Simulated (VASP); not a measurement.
# MgO (I4/mmm) in VASP: further runs

Runs on MgO. Level: r2SCAN. Tasks: single point.

Everything below comes from runs of VASP 6.6.1. Logs are shortened: lines on timing, memory, paths and dates and some standing lists are left out, and cuts for length are marked.

## Step 1: The cell of the first run

Symmetry: I4/mmm, No. 139, tetragonal system. Conventional cell: a = 2.973 Å, b = 2.973 Å, c = 4.362 Å, α = 90.00°, β = 90.00°, γ = 90.00°. Within 2.8 Å of Mg (site symmetry 4/mmm) lie 6 O at 2.10 to 2.18 Å. O (site symmetry 4/mmm) has 6 Mg at 2.10 to 2.18 Å within 2.8 Å.

## Step 2: Single point, r2SCAN (strain +0.0375 x Voigt [0, 1, 0, 0, 0, 0])

POSCAR reads:

```
MgO
1.0
    0.0000000000      2.1809377609      2.1021086852
    2.1021086852      0.0000000000      2.1021086852
    2.1021086852      2.1809377609      0.0000000000
Mg O
1 1
Direct
    0.0000000000      0.0000000000      0.0000000000
    0.5000000000      0.5000000000      0.5000000000
```

INCAR.step1 reads:

```
SYSTEM = MgO
PREC = Accurate ; ENCUT = 920
ISMEAR = 0 ; SIGMA = 0.05
LREAL = .False. ; LASPH = .True.
NELM = 120 ; NBANDS = 15
GGA = PE ; ALGO = Normal
EDIFF = 1E-5 ; LWAVE = .True.
LCHARG = .False. ; GGA_COMPAT = .False.
```

INCAR.step2 reads:

```
SYSTEM = MgO
PREC = Accurate ; ENCUT = 920
EDIFF = 1E-6 ; ISMEAR = 0
SIGMA = 0.05 ; LREAL = .False.
LASPH = .True. ; NELM = 120
ALGO = Normal ; ISIF = 2
LWAVE = .False. ; LCHARG = .False.
METAGGA = R2SCAN ; LMIXTAU = .True.
NBANDS = 15 ; ISTART = 1
GGA_COMPAT = .False.
```

KPOINTS reads:

```
Automatic mesh
0
Gamma
  10 10 10
  0 0 0
```

Potentials or basis: VASP PAW PBE potentials, release 64 (Mg_sv, O).

Started as:

```sh
> cat potpaw_PBE.64/Mg_sv/POTCAR potpaw_PBE.64/O/POTCAR > POTCAR
> cp INCAR.step1 INCAR
> mpirun -np 1 vasp_std > vasp.out
> cp INCAR.step2 INCAR
> mpirun -np 1 vasp_std > vasp.out
```

OUTCAR:

```text
SYSTEM = MgO
   PREC = Accurate
   ENCUT = 920
   EDIFF = 1E-6
   ISMEAR = 0
   LREAL = .False.
   LASPH = .True.
   NELM = 120
   ISIF = 2
   METAGGA = R2SCAN
   ISTART = 1

 ion  position               nearest neighbor table
   1  0.000  0.000  0.000-   2 2.10   2 2.10   2 2.10   2 2.10
   2  0.500  0.500  0.500-   1 2.10   1 2.10   1 2.10   1 2.10

  LATTYP: Found a body centered tetragonal cell.
 ALAT       =     2.9728306122
 C/A-ratio  =     1.4672465710

  Lattice vectors:

 A1 = (   0.0000000000,  -2.1809377609,   2.1021086852)
 A2 = (   0.0000000000,  -2.1809377609,  -2.1021086852)
 A3 = (   2.1021086852,   2.1809377609,   0.0000000000)

Analysis of symmetry for initial positions (statically):
=====================================================================
 Subroutine PRICEL returns:
 Original cell was already a primitive cell.

 Routine SETGRP: Setting up the symmetry group for a
 body centered tetragonal supercell.

 Subroutine GETGRP returns: Found 16 space group operations
 (whereof 16 operations were pure point group operations)
 out of a pool of 16 trial point group operations.

The static configuration has the point symmetry D_4h.

Analysis of symmetry for dynamics (positions and initial velocities):
=====================================================================
 Subroutine PRICEL returns:
 Original cell was already a primitive cell.

 Routine SETGRP: Setting up the symmetry group for a
 body centered tetragonal supercell.

 Subroutine GETGRP returns: Found 16 space group operations
 (whereof 16 operations were pure point group operations)
 out of a pool of 16 trial point group operations.

The dynamic configuration has the point symmetry D_4h.

 Subroutine INISYM returns: Found 16 space group operations
 (whereof 16 operations are pure point group operations),
 and found     1 'primitive' translations

----------------------------------------------------------------------------------------

                                     Primitive cell

  volume of cell :      19.2745

  direct lattice vectors                    reciprocal lattice vectors
     0.000000000  2.180937761  2.102108685    -0.237856398  0.229259179  0.237856398
     2.102108685  0.000000000  2.102108685     0.237856398 -0.229259179  0.237856398
     2.102108685  2.180937761  0.000000000     0.237856398  0.229259179 -0.237856398

  length of vectors
     3.029084093  2.972830612  3.029084093     0.407076287  0.407076287  0.407076287

  position of ions in fractional coordinates (direct lattice)
     0.000000000  0.000000000  0.000000000
     0.500000000  0.500000000  0.500000000

  ion indices of the primitive-cell ions
   primitive index   ion index
                 1           1
                 2           2

----------------------------------------------------------------------------------------

 KPOINTS: Automatic mesh

Automatic generation of k-mesh.
 Grid dimensions read from file:
 generate k-points for:   10   10   10

 Generating k-lattice:

  Cartesian coordinates                     Fractional coordinates (reciprocal lattice)
    -0.023785640  0.022925918  0.023785640     0.100000000  0.000000000  0.000000000
     0.023785640 -0.022925918  0.023785640    -0.000000000  0.100000000 -0.000000000
     0.023785640  0.022925918 -0.023785640     0.000000000  0.000000000  0.100000000

  Length of vectors
     0.040707629  0.040707629  0.040707629

  Shift w.r.t. Gamma in fractional coordinates (k-lattice)
     0.000000000  0.000000000  0.000000000

 Subroutine IBZKPT returns following result:
 ===========================================

 Found    102 irreducible k-points:

 Following reciprocal coordinates:
            Coordinates               Weight
  0.000000  0.000000  0.000000      1.000000
  0.100000  0.000000 -0.000000      8.000000
  0.200000  0.000000 -0.000000      8.000000
  0.300000  0.000000  0.000000      8.000000
  0.400000  0.000000  0.000000      8.000000
  0.500000  0.000000 -0.000000      4.000000
[... 16 lines left out ...]
  0.300000  0.300000  0.000000      4.000000
  0.400000  0.300000  0.000000     16.000000
 [... further k-points ...]
   k-points           NKPTS =    102   k-points in BZ     NKDIM =    102   number of bands    NBANDS=     15
   number of dos      NEDOS =    301   number of ions     NIONS =      2
   total plane-waves  NPLWV =  27000
   dimension x,y,z NGX =    30 NGY =   30 NGZ =   30
   dimension x,y,z NGXF=    60 NGYF=   60 NGZF=   60
   ions per type =               1   1
   NGX,Y,Z   is equivalent  to a cutoff of  16.46, 16.78, 16.46 a.u.
   NGXF,Y,Z  is equivalent  to a cutoff of  32.93, 33.55, 32.93 a.u.
 SYSTEM =  MgO
   PREC   = accura    normal or accurate (medium, high low for compatibility)
   ISTART =      1    job   : 0-new  1-cont  2-samecut
   ICHARG =      0    charge: 1-file 2-atom 10-const
   ISPIN  =      1    spin polarized calculation?
   LNONCOLLINEAR =      F non collinear calculations
   LSORBIT =      F    spin-orbit coupling
   LASPH  =      T    aspherical Exc in radial PAW
   ENCUT  =  920.0 eV  67.62 Ry    8.22 a.u.   7.49  7.35  7.49*2*pi/ulx,y,z
   NELM   =    120;   NELMIN=  2; NELMDL=  0     # of ELM steps
   EDIFF  = 0.1E-05   stopping-criterion for ELM
   LREAL  =      F    real-space projection
   EDIFFG = 0.1E-04   stopping-criterion for IOM
   NSW    =      0    number of steps for IOM
   IBRION =     -1    ionic relax: 0-MD 1-quasi-New 2-CG
   NFREE  =      0    steps in history (QN), initial steepest desc. (CG)
   ISIF   =      2    stress and relaxation
   ISYM   =      2    0-nonsym 1-usesym 2-fastsym
   POTIM  = 0.5000    time-step for ionic-motion
   TEBEG  =    0.0;   TEEND  =   0.0 temperature during run
   PSTRESS=    0.0 pullay stress
   NELECT =      16.0000    total number of electrons
   NUPDOWN=      -1.0000    fix difference up-down
   EMIN   =  10.00;   EMAX   =-10.00  energy-range for DOS
   EFERMI =   0.00;   METHOD = LEGACY
   ISMEAR =     0;   SIGMA  =   0.05  broadening in eV -4-tet -1-fermi 0-gaus
   EFERMI_NEDOS =   21; number of points for ismear=-14 and -15
   IALGO  =     38    algorithm
   IMIX   =      4    mixing-type and parameters
     AMIX     =   0.40;   BMIX     =  1.00
     AMIX_MAG =   1.60;   BMIX_MAG =  1.00
  volume/ion in A,a.u.               =       9.64        65.04
  Fermi-wavevector in a.u.,A,eV,Ry     =   1.538581  2.907496 32.208129  2.367231
  Thomas-Fermi vector in A             =   2.644929
   LORBIT       =      0    0 simple, 1 ext, 2 COOP (PROOUT), +10 PAW based schemes
   METAGGA = R2SCAN    functional components
   LHFCALC =     F    Hartree Fock is set to
   AEXX    =    0.0000 exact exchange contribution
   IVDW    =     0    specifies the selected vdW correction
   LEPSILON=     F    determine dielectric tensor
   LRPA    =     F    only Hartree local field effects (RPA)
 non-spin polarized calculation
 Gauss-broadening in eV      SIGMA  =   0.05
  energy-cutoff  :      920.00
  volume of cell :       19.27
 maximum number of plane-waves:      1247
 NGX is ok and might be reduce to    30
   NGX = 15   NGY = 15   NGZ = 15

 number of electron      15.9999992 magnetization

 Free energy of the ion-electron system (eV)
  ---------------------------------------------------
  ext. energy  EPLUGINS =         0.00000000
  ---------------------------------------------------
  free energy    TOTEN  =       -16.13633813 eV

  energy without entropy =      -16.13633813  energy(sigma->0) =      -16.13633813

 E-fermi :   2.6075     XC(G=0): -11.8670

 val. band max:        2.3367239747   @ k =   0.0000   0.0000   0.0000
 cond. band min:       7.6157442482   @ k =   0.0000   0.0000   0.0000
 fundamental gap:      5.2790202735
 Fermi energy:         2.6075400897

 k-point     1 :       0.0000    0.0000    0.0000
  band No.  band energies     occupation
      1     -72.7933      2.00000
      2     -37.8991      2.00000
      3     -37.8738      2.00000
      4     -37.8738      2.00000
      5     -15.7462      2.00000
      6       2.2617      2.00000
      7       2.2617      2.00000
      8       2.3367      2.00000
      9       7.6157      0.00000
     10      18.7233      0.00000
     11      19.1104      0.00000
     12      19.1104      0.00000
     13      22.9983      0.00000
     14      24.2030      0.00000
     15      25.4000      0.00000

 k-point     2 :       0.1000    0.0000   -0.0000
  band No.  band energies     occupation
      1     -72.7926      2.00000
      2     -37.9021      2.00000
      3     -37.8790      2.00000
      4     -37.8743      2.00000
      5     -15.6454      2.00000
      6       1.6672      2.00000
      7       2.2027      2.00000
      8       2.2413      2.00000
      9       8.2290      0.00000
     10      17.7308      0.00000
     11      19.0835      0.00000
     12      19.3621      0.00000
     13      23.5255      0.00000
     14      24.5904      0.00000
     15      24.6585      0.00000

 k-point     3 :       0.2000    0.0000   -0.0000
  band No.  band energies     occupation
      1     -72.7908      2.00000
      2     -37.9139      2.00000
      3     -37.8884      2.00000
      4     -37.8756      2.00000
      5     -15.3701      2.00000
      6       0.3901      2.00000
      7       2.0523      2.00000
      8       2.0547      2.00000
      9       9.4419      0.00000
     10      16.2097      0.00000
     11      19.4901      0.00000
     12      19.9155      0.00000
     13      22.9696      0.00000
     14      23.7511      0.00000
     15      25.6456      0.00000

 k-point     4 :       0.3000    0.0000    0.0000
  band No.  band energies     occupation
      1     -72.7886      2.00000
      2     -37.9338      2.00000
      3     -37.8947      2.00000
      4     -37.8771      2.00000
      5     -15.0029      2.00000
      6      -0.8955      2.00000
      7       1.8368      2.00000
      8       1.8742      2.00000
      9      10.4333      0.00000
     10      15.4965      0.00000
     11      19.4844      0.00000
     12      20.1648      0.00000
     13      23.5966      0.00000
     14      24.0282      0.00000
     15      25.0947      0.00000
[... 307 lines left out ...]
 k-point    22 :      -0.2000    0.2000    0.0000
  band No.  band energies     occupation
      1     -72.7880      2.00000
      2     -37.9325      2.00000
      3     -37.8929      2.00000
      4     -37.8882      2.00000
      5     -14.9082      2.00000
      6      -0.6567      2.00000
      7       0.9867      2.00000
      8       1.8395      2.00000
      9      11.3800      0.00000
     10      15.1541      0.00000
     11      18.2445      0.00000
     12      20.9113      0.00000
     13      21.5730      0.00000
     14      24.7091      0.00000
     15      28.5500      0.00000

 k-point    23 :       0.3000    0.3000    0.0000
  band No.  band energies     occupation
      1     -72.7870      2.00000
      2     -37.9177      2.00000
      3     -37.9139      2.00000
      4     -37.8932      2.00000
      5     -14.8029      2.00000
      6      -0.7593      2.00000
      7       1.2448      2.00000
      8       1.4346      2.00000
      9      11.8186      0.00000
     10      13.5262      0.00000
     11      17.8629      0.00000
     12      20.8206      0.00000
     13      21.2551      0.00000
     14      27.2491      0.00000
     15      31.0004      0.00000

 k-point    24 :       0.4000    0.3000    0.0000
  band No.  band energies     occupation
      1     -72.7855      2.00000
      2     -37.9290      2.00000
      3     -37.9155      2.00000
      4     -37.8969      2.00000
      5     -14.5809      2.00000
      6      -1.1633      2.00000
      7       0.9598      2.00000
      8       1.2257      2.00000
      9      12.5892      0.00000
     10      13.2371      0.00000
     11      16.9786      0.00000
     12      21.1129      0.00000
     13      21.6943      0.00000
     14      28.0451      0.00000
     15      30.4244      0.00000

 [... further k-points ...]

------------------------ aborting loop because EDIFF is reached ----------------------------------------

  FORCE on cell =-STRESS in cart. coord.  units (eV):
  Direction    XX          YY          ZZ          XY          YZ          ZX
  --------------------------------------------------------------------------------------
  -------------------------------------------------------------------------------------
  Total       -0.3272735     -1.0472440     -0.3272735     -0.0000000      0.0000000      0.0000000
  in kB      -27.2043131    -87.0512196    -27.2043131     -0.0000000      0.0000000      0.0000000
  external PRESSURE =     -47.1532819 kB  Pullay stress =       0.0000000 kB

 VOLUME and BASIS-vectors are now :
 -----------------------------------------------------------------------------
  energy-cutoff  :      920.00
  volume of cell :       19.27
      direct lattice vectors                 reciprocal lattice vectors
     0.000000000  2.180937761  2.102108685    -0.237856398  0.229259179  0.237856398
     2.102108685  0.000000000  2.102108685     0.237856398 -0.229259179  0.237856398
     2.102108685  2.180937761  0.000000000     0.237856398  0.229259179 -0.237856398

 POSITION                                       TOTAL-FORCE (eV/Angst)
 -----------------------------------------------------------------------------------
      0.00000      0.00000      0.00000         0.000000      0.000000      0.000000
      2.10211      2.18094      2.10211         0.000000      0.000000      0.000000
 -----------------------------------------------------------------------------------
    total drift:                                0.000000      0.000000      0.000000

  FREE ENERGIE OF THE ION-ELECTRON SYSTEM (eV)
  ---------------------------------------------------
  free  energy   TOTEN  =       -16.1363381288 eV

  energy  without entropy=      -16.1363381288  energy(sigma->0) =      -16.13633813
```

It took 4.1 min on 1 thread of Intel Xeon Platinum 8259CL at 2.50GHz (Skylake/Cascade Lake), shared host; peak memory 0.21 GiB.

What came out:

- Free energy: -16.1363 eV
- Pressure: -4.7 GPa
- Band gap on the k mesh: 5.28 eV

Caveat: the cell differs from its parent crystal (strain +0.0375 x Voigt [0, 1, 0, 0, 0, 0]); the stress differs along the axes, from -9 to -3 GPa; the PAW data sets were made with another functional, which shifts forces and pressure a little.

## Step 3: Single point, r2SCAN (strain +0.0750 x Voigt [0, 1, 0, 0, 0, 0])

POSCAR reads:

```
MgO
1.0
    0.0000000000      2.2597668366      2.1021086852
    2.1021086852      0.0000000000      2.1021086852
    2.1021086852      2.2597668366      0.0000000000
Mg O
1 1
Direct
    0.0000000000      0.0000000000      0.0000000000
    0.5000000000      0.5000000000      0.5000000000
```

INCAR.step1 reads:

```
  PREC = Accurate
  ENCUT = 920
  ISMEAR = 0
  SIGMA = 0.05
  LREAL = F
  LASPH = T
  NELM = 120
  NBANDS = 15
  GGA = PE
  ALGO = Normal
  EDIFF = 1E-5
  LWAVE = T
  LCHARG = F
  GGA_COMPAT = F
```

INCAR.step2 reads:

```
  PREC = Accurate
  ENCUT = 920
  EDIFF = 1E-6
  ISMEAR = 0
  SIGMA = 0.05
  LREAL = F
  LASPH = T
  NELM = 120
  ALGO = Normal
  ISIF = 2
  LWAVE = F
  LCHARG = T
  METAGGA = R2SCAN
  LMIXTAU = T
  LELF = T
  LVHAR = T
  NBANDS = 15
  ISTART = 1
  GGA_COMPAT = F
```

KPOINTS reads:

```
regular mesh
0
Gamma
  10 10 10
```

Potentials or basis: VASP PAW PBE potentials, release 64 (Mg_sv, O).

Started as:

```sh
> cat potpaw_PBE.64/Mg_sv/POTCAR potpaw_PBE.64/O/POTCAR > POTCAR
> cp INCAR.step1 INCAR
> mpirun -np 1 vasp_std > vasp.out
> cp INCAR.step2 INCAR
> mpirun -np 1 vasp_std > vasp.out
```

Wall time 3 min (1 thread of Intel Xeon Platinum 8259CL at 2.50GHz (Skylake/Cascade Lake), shared host); peak memory 0.22 GiB.

The run converged. Its results:

```
Free energy            : -16.0849 eV
Pressure               : -8.5 GPa
Band gap on the k mesh : 4.89 eV
```

Stress tensor (GPa, compression positive):
```
 -5.46   0.00   0.00
  0.00 -14.48   0.00
  0.00   0.00  -5.46
```

Levels at points of the mesh, in eV from the valence-band top:
```csv
k point,band 6,band 7,band 8,band 9,band 10,band 11
"(0.00, 0.00, 0.00)",-0.14,-0.14,0.00,4.89,15.95,16.69
"(0.50, 0.00, 0.00)",-4.39,-0.77,-0.62,8.28,12.93,16.09
"(0.50, 0.50, 0.00)",-3.82,-1.68,-1.22,9.66,10.35,13.81
"(0.50, 0.00, 0.50)",-4.02,-1.17,-1.17,10.37,10.46,12.86
```

Caveat: the cell differs from its parent crystal (strain +0.0750 x Voigt [0, 1, 0, 0, 0, 0]); the stress differs along the axes, from -14 to -5 GPa; the PAW data sets were made with another functional, which shifts forces and pressure a little.
